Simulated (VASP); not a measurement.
# SiC (F-43m) in VASP: a series of runs

SiC is run at these levels: PBE, revPBE; tasks: single point.

Everything below comes from runs of VASP 6.6.1. Logs are shortened: lines on timing, memory, paths and dates and some standing lists are left out, and cuts for length are marked.

**Measured values to compare with.**

From “Insight into the structural, elastic and electronic properties of a new orthorhombic 6O-SiC polytype”, 2020, pmc:7200658, for a bulk crystal of SiC: band gap 2.4 eV (indirect).

How close the calculation comes is told below.

## (1) The cell of the first run

Symmetry: F-43m, No. 216, cubic system. Conventional cell: a = 4.264 Å, b = 4.264 Å, c = 4.264 Å, α = 90.00°, β = 90.00°, γ = 90.00°. Si (site symmetry -43m) has 4 C at 1.85 Å within 2.5 Å. C (site symmetry -43m) has 4 Si at 1.85 Å within 2.5 Å.

## (2) Single point, PBE

The input, INCAR:

```
SYSTEM = SiC
PREC     = Accurate       ! precision mode
ENCUT    = 600            ! plane-wave cutoff, eV
EDIFF    = 1E-6           ! SCF threshold, eV
ISMEAR   = -1             ! smearing method
SIGMA    = 0.05           ! smearing width, eV
LREAL    = .False.        ! projectors in reciprocal space
LASPH    = .True.         ! aspherical terms in the spheres
NELM     = 120            ! most SCF steps
ALGO     = Normal         ! electronic algorithm
ISIF     = 2              ! what is computed and relaxed
LWAVE    = .False.        ! write WAVECAR
LCHARG   = .True.         ! write CHGCAR
GGA      = PE             ! functional
LELF     = .True.         ! ELF
LVHAR    = .True.       
NBANDS   = 11             ! bands
GGA_COMPAT= .False.
```

The input, KPOINTS:

```
regular mesh
0
Gamma
  10 10 10
  0 0 0
```

The input, POSCAR:

```
SiC
1.0
    0.0000000000      2.1319471456      2.1319471456
    2.1319471456      0.0000000000      2.1319471456
    2.1319471456      2.1319471456      0.0000000000
Si C
1 1
Direct
    0.0000000000      0.0000000000      0.0000000000
    0.7500000000      0.7500000000      0.7500000000
```

Potentials or basis: VASP PAW PBE potentials, release 64 (Si, C).

Run with:

```console
$ cat potpaw_PBE.64/Si/POTCAR potpaw_PBE.64/C/POTCAR > POTCAR
$ mpirun -np 1 vasp_std > vasp.out
```

OUTCAR:

```text
SYSTEM = SiC
   PREC = Accurate
   ENCUT = 600
   EDIFF = 1E-6
   ISMEAR = -1
   LREAL = .False.
   LASPH = .True.
   NELM = 120
   ISIF = 2
   GGA = PE

 ion  position               nearest neighbor table
   1  0.000  0.000  0.000-   2 1.85   2 1.85   2 1.85   2 1.85
   2  0.750  0.750  0.750-   1 1.85   1 1.85   1 1.85   1 1.85

  LATTYP: Found a face centered cubic cell.
 ALAT       =     4.2638942912

  Lattice vectors:

 A1 = (   0.0000000000,   2.1319471456,   2.1319471456)
 A2 = (   2.1319471456,   0.0000000000,   2.1319471456)
 A3 = (   2.1319471456,   2.1319471456,   0.0000000000)

Analysis of symmetry for initial positions (statically):
=====================================================================
 Subroutine PRICEL returns:
 Original cell was already a primitive cell.

 Routine SETGRP: Setting up the symmetry group for a
 face centered cubic supercell.

 Subroutine GETGRP returns: Found 24 space group operations
 (whereof 24 operations were pure point group operations)
 out of a pool of 48 trial point group operations.

The static configuration has the point symmetry T_d .

Analysis of symmetry for dynamics (positions and initial velocities):
=====================================================================
 Subroutine PRICEL returns:
 Original cell was already a primitive cell.

 Routine SETGRP: Setting up the symmetry group for a
 face centered cubic supercell.

 Subroutine GETGRP returns: Found 24 space group operations
 (whereof 24 operations were pure point group operations)
 out of a pool of 48 trial point group operations.

The dynamic configuration has the point symmetry T_d .

 Subroutine INISYM returns: Found 24 space group operations
 (whereof 24 operations are pure point group operations),
 and found     1 'primitive' translations

----------------------------------------------------------------------------------------

                                     Primitive cell

  volume of cell :      19.3802

  direct lattice vectors                    reciprocal lattice vectors
     0.000000000  2.131947146  2.131947146    -0.234527390  0.234527390  0.234527390
     2.131947146  0.000000000  2.131947146     0.234527390 -0.234527390  0.234527390
     2.131947146  2.131947146  0.000000000     0.234527390  0.234527390 -0.234527390

  length of vectors
     3.015028568  3.015028568  3.015028568     0.406213356  0.406213356  0.406213356

  position of ions in fractional coordinates (direct lattice)
     0.000000000  0.000000000  0.000000000
     0.750000000  0.750000000  0.750000000

  ion indices of the primitive-cell ions
   primitive index   ion index
                 1           1
                 2           2

----------------------------------------------------------------------------------------

 KPOINTS: regular mesh

Automatic generation of k-mesh.
 Grid dimensions read from file:
 generate k-points for:   10   10   10

 Generating k-lattice:

  Cartesian coordinates                     Fractional coordinates (reciprocal lattice)
    -0.023452739  0.023452739  0.023452739     0.100000000  0.000000000  0.000000000
     0.023452739 -0.023452739  0.023452739     0.000000000  0.100000000  0.000000000
     0.023452739  0.023452739 -0.023452739     0.000000000  0.000000000  0.100000000

  Length of vectors
     0.040621336  0.040621336  0.040621336

  Shift w.r.t. Gamma in fractional coordinates (k-lattice)
     0.000000000  0.000000000  0.000000000

 Subroutine IBZKPT returns following result:
 ===========================================

 Found     47 irreducible k-points:

 Following reciprocal coordinates:
            Coordinates               Weight
  0.000000  0.000000  0.000000      1.000000
  0.100000  0.000000  0.000000      8.000000
  0.200000  0.000000  0.000000      8.000000
  0.300000  0.000000  0.000000      8.000000
  0.400000  0.000000  0.000000      8.000000
  0.500000  0.000000  0.000000      4.000000
[... 16 lines left out ...]
  0.300000  0.300000  0.000000      6.000000
  0.400000  0.300000  0.000000     24.000000
 [... further k-points ...]
   k-points           NKPTS =     47   k-points in BZ     NKDIM =     47   number of bands    NBANDS=     11
   number of dos      NEDOS =    301   number of ions     NIONS =      2
   total plane-waves  NPLWV =  13824
   dimension x,y,z NGX =    24 NGY =   24 NGZ =   24
   dimension x,y,z NGXF=    48 NGYF=   48 NGZF=   48
   ions per type =               1   1
   NGX,Y,Z   is equivalent  to a cutoff of  13.23, 13.23, 13.23 a.u.
   NGXF,Y,Z  is equivalent  to a cutoff of  26.47, 26.47, 26.47 a.u.
 SYSTEM =  SiC
   PREC   = accura    normal or accurate (medium, high low for compatibility)
   ISTART =      0    job   : 0-new  1-cont  2-samecut
   ICHARG =      2    charge: 1-file 2-atom 10-const
   ISPIN  =      1    spin polarized calculation?
   LNONCOLLINEAR =      F non collinear calculations
   LSORBIT =      F    spin-orbit coupling
   LASPH  =      T    aspherical Exc in radial PAW
   ENCUT  =  600.0 eV  44.10 Ry    6.64 a.u.   6.02  6.02  6.02*2*pi/ulx,y,z
   NELM   =    120;   NELMIN=  2; NELMDL= -5     # of ELM steps
   EDIFF  = 0.1E-05   stopping-criterion for ELM
   LREAL  =      F    real-space projection
   EDIFFG = 0.1E-04   stopping-criterion for IOM
   NSW    =      0    number of steps for IOM
   IBRION =     -1    ionic relax: 0-MD 1-quasi-New 2-CG
   NFREE  =      0    steps in history (QN), initial steepest desc. (CG)
   ISIF   =      2    stress and relaxation
   ISYM   =      2    0-nonsym 1-usesym 2-fastsym
   POTIM  = 0.5000    time-step for ionic-motion
   TEBEG  =    0.0;   TEEND  =   0.0 temperature during run
   PSTRESS=    0.0 pullay stress
   NELECT =       8.0000    total number of electrons
   NUPDOWN=      -1.0000    fix difference up-down
   EMIN   =  10.00;   EMAX   =-10.00  energy-range for DOS
   EFERMI =   0.00;   METHOD = LEGACY
   ISMEAR =    -1;   SIGMA  =   0.05  broadening in eV -4-tet -1-fermi 0-gaus
   EFERMI_NEDOS =   21; number of points for ismear=-14 and -15
   IALGO  =     38    algorithm
   IMIX   =      4    mixing-type and parameters
     AMIX     =   0.40;   BMIX     =  1.00
     AMIX_MAG =   1.60;   BMIX_MAG =  1.00
  volume/ion in A,a.u.               =       9.69        65.39
  Fermi-wavevector in a.u.,A,eV,Ry     =   1.218948  2.303477 20.215991  1.485833
  Thomas-Fermi vector in A             =   2.354217
   LORBIT       =      0    0 simple, 1 ext, 2 COOP (PROOUT), +10 PAW based schemes
   GGA     = PE    functional components
   LHFCALC =     F    Hartree Fock is set to
   AEXX    =    0.0000 exact exchange contribution
   IVDW    =     0    specifies the selected vdW correction
   LEPSILON=     F    determine dielectric tensor
   LRPA    =     F    only Hartree local field effects (RPA)
 non-spin polarized calculation
  energy-cutoff  :      600.00
  volume of cell :       19.38
 maximum number of plane-waves:       659
   NGX = 13   NGY = 13   NGZ = 13

 number of electron       7.9999999 magnetization

 Free energy of the ion-electron system (eV)
  ---------------------------------------------------
  ext. energy  EPLUGINS =         0.00000000
  ---------------------------------------------------
  free energy    TOTEN  =       -14.96782977 eV

  energy without entropy =      -14.96782974  energy(sigma->0) =      -14.96782975

 E-fermi :   9.5258     XC(G=0): -11.6446

 val. band max:        8.8578391520   @ k =   0.0000   0.0000   0.0000
 cond. band min:      10.1512923059   @ k =   0.5000   0.5000   0.0000
 fundamental gap:      1.2934531539
 Fermi energy:         9.5257644977

 k-point     1 :       0.0000    0.0000    0.0000
  band No.  band energies     occupation
      1      -7.0685      2.00000
      2       8.8578      2.00000
      3       8.8578      2.00000
      4       8.8578      2.00000
      5      15.8644      0.00000
      6      16.6371      0.00000
      7      16.6371      0.00000
      8      16.6371      0.00000
      9      23.7570      0.00000
     10      23.7570      0.00000
     11      26.3780      0.00000

 k-point     2 :       0.1000    0.0000    0.0000
  band No.  band energies     occupation
      1      -6.8627      2.00000
      2       7.8396      2.00000
      3       8.7229      2.00000
      4       8.7229      2.00000
      5      16.0113      0.00000
      6      16.8898      0.00000
      7      16.8898      0.00000
      8      17.0188      0.00000
      9      22.7542      0.00000
     10      22.7542      0.00000
     11      25.7104      0.00000

 k-point     3 :       0.2000    0.0000    0.0000
  band No.  band energies     occupation
      1      -6.2540      2.00000
      2       5.6584      2.00000
      3       8.4126      2.00000
      4       8.4126      2.00000
      5      15.6509      0.00000
      6      17.2316      0.00000
      7      17.2316      0.00000
      8      18.2695      0.00000
      9      22.0766      0.00000
     10      22.0766      0.00000
     11      24.8042      0.00000

 k-point     4 :       0.3000    0.0000    0.0000
  band No.  band energies     occupation
      1      -5.2766      2.00000
      2       3.2492      2.00000
      3       8.0926      2.00000
      4       8.0926      2.00000
      5      15.2441      0.00000
      6      16.9995      0.00000
      7      16.9995      0.00000
      8      19.1424      0.00000
      9      23.0133      0.00000
     10      23.0133      0.00000
     11      24.6563      0.00000
[... 239 lines left out ...]
 k-point    22 :      -0.2000    0.2000    0.0000
  band No.  band energies     occupation
      1      -4.9498      2.00000
      2       3.9524      2.00000
      3       5.5178      2.00000
      4       8.2130      2.00000
      5      15.7448      0.00000
      6      17.4272      0.00000
      7      17.6728      0.00000
      8      18.6019      0.00000
      9      20.6684      0.00000
     10      24.9668      0.00000
     11      28.7440      0.00000

 k-point    23 :       0.3000    0.3000    0.0000
  band No.  band energies     occupation
      1      -4.6722      2.00000
      2       4.4800      2.00000
      3       6.4040      2.00000
      4       6.4040      2.00000
      5      12.1307      0.00000
      6      14.7258      0.00000
      7      21.0518      0.00000
      8      21.0518      0.00000
      9      22.0713      0.00000
     10      26.4686      0.00000
     11      31.3211      0.00000

 k-point    24 :       0.4000    0.3000    0.0000
  band No.  band energies     occupation
      1      -3.7510      2.00000
      2       3.2016      2.00000
      3       5.5770      2.00000
      4       6.1320      2.00000
      5      11.7751      0.00000
      6      14.7604      0.00000
      7      21.2042      0.00000
      8      21.4235      0.00000
      9      23.4222      0.00000
     10      27.5563      0.00000
     11      31.1245      0.00000

 [... further k-points ...]

------------------------ aborting loop because EDIFF is reached ----------------------------------------

  FORCE on cell =-STRESS in cart. coord.  units (eV):
  Direction    XX          YY          ZZ          XY          YZ          ZX
  --------------------------------------------------------------------------------------
  -------------------------------------------------------------------------------------
  Total        2.3893332      2.3893332      2.3893332     -0.0000000     -0.0000000      0.0000000
  in kB      197.5277015    197.5277015    197.5277015     -0.0000000     -0.0000000      0.0000000
  external PRESSURE =     197.5277015 kB  Pullay stress =       0.0000000 kB

 VOLUME and BASIS-vectors are now :
 -----------------------------------------------------------------------------
  energy-cutoff  :      600.00
  volume of cell :       19.38
      direct lattice vectors                 reciprocal lattice vectors
     0.000000000  2.131947146  2.131947146    -0.234527390  0.234527390  0.234527390
     2.131947146  0.000000000  2.131947146     0.234527390 -0.234527390  0.234527390
     2.131947146  2.131947146  0.000000000     0.234527390  0.234527390 -0.234527390

 POSITION                                       TOTAL-FORCE (eV/Angst)
 -----------------------------------------------------------------------------------
      0.00000      0.00000      0.00000         0.000000     -0.000000     -0.000000
      3.19792      3.19792      3.19792        -0.000000      0.000000      0.000000
 -----------------------------------------------------------------------------------
    total drift:                               -0.000000     -0.000000     -0.000000

  FREE ENERGIE OF THE ION-ELECTRON SYSTEM (eV)
  ---------------------------------------------------
  free  energy   TOTEN  =       -14.9678297673 eV

  energy  without entropy=      -14.9678297354  energy(sigma->0) =      -14.96782975
```

It took 6.6 s on 1 thread of AMD EPYC 9R45 (Zen 5), shared host; peak memory 0.11 GiB.

Results:

* Free energy: -14.9678 eV
* Pressure: 19.8 GPa
* Band gap on the k mesh: 1.29 eV (least direct gap 4.60 eV)

Levels at points of the mesh, in eV from the valence-band top:
```tsv
k point	band 2	band 3	band 4	band 5	band 6	band 7
(0.00, 0.00, 0.00)	0.00	0.00	0.00	7.01	7.78	7.78
(0.50, 0.00, 0.00)	-8.90	-1.06	-1.06	6.04	7.50	7.50
(0.50, 0.50, 0.00)	-8.01	-3.31	-3.31	1.29	4.56	14.81
```

Caveat: the cell stands under pressure. A k mesh can miss the band edges.

## (3) Single point, PBE

This run uses another cell than the first one, of 9.38 Å³/atom.

The input, INCAR:

```
SYSTEM = SiC
ALGO = Normal
EDIFF = 1E-6
ENCUT = 600
GGA = PE
GGA_COMPAT = .FALSE.
ISIF = 2
ISMEAR = -1
LASPH = .TRUE.
LCHARG = .FALSE.
LREAL = .FALSE.
LWAVE = .FALSE.
NBANDS = 11
NELM = 120
PREC = Accurate
SIGMA = 0.05
```

The input, KPOINTS:

```
k-points
0
G
  10 10 10
  0 0 0
```

The input, POSCAR:

```
SiC
1.0
    0.0000000000      2.1086428328      2.1086428328
    2.1086428328      0.0000000000      2.1086428328
    2.1086428328      2.1086428328      0.0000000000
Si C
1 1
Direct
    0.0000000000      0.0000000000      0.0000000000
    0.7500000000      0.7500000000      0.7500000000
```

Potentials or basis: VASP PAW PBE potentials, release 64 (Si, C).

Run with:

```console
$ cat potpaw_PBE.64/Si/POTCAR potpaw_PBE.64/C/POTCAR > POTCAR
$ mpirun -np 1 vasp_std > vasp.out
```

It took 6.3 s on 1 thread of AMD EPYC 9R45 (Zen 5), shared host; peak memory 0.11 GiB.

The run converged. Its results:

* Free energy: -14.8705 eV
* Pressure: 29.8 GPa
* Band gap on the k mesh: 1.26 eV (least direct gap 4.63 eV)

Levels at points of the mesh, in eV from the valence-band top:
| k point | band 1 | band 2 | band 3 | band 4 | band 5 | band 6 | band 7 | band 8 |
| --- | --- | --- | --- | --- | --- | --- | --- | --- |
| (0.00, 0.00, 0.00) | -16.20 | 0.00 | 0.00 | 0.00 | 7.40 | 8.03 | 8.03 | 8.03 |
| (0.50, 0.00, 0.00) | -12.25 | -9.09 | -1.07 | -1.07 | 6.35 | 7.64 | 7.64 | 10.61 |
| (0.50, 0.50, 0.00) | -10.70 | -8.12 | -3.37 | -3.37 | 1.26 | 4.68 | 15.21 | 15.21 |

Caveat: the cell stands under pressure. A k mesh can miss the band edges.

(Continued in part 2 of 2.)
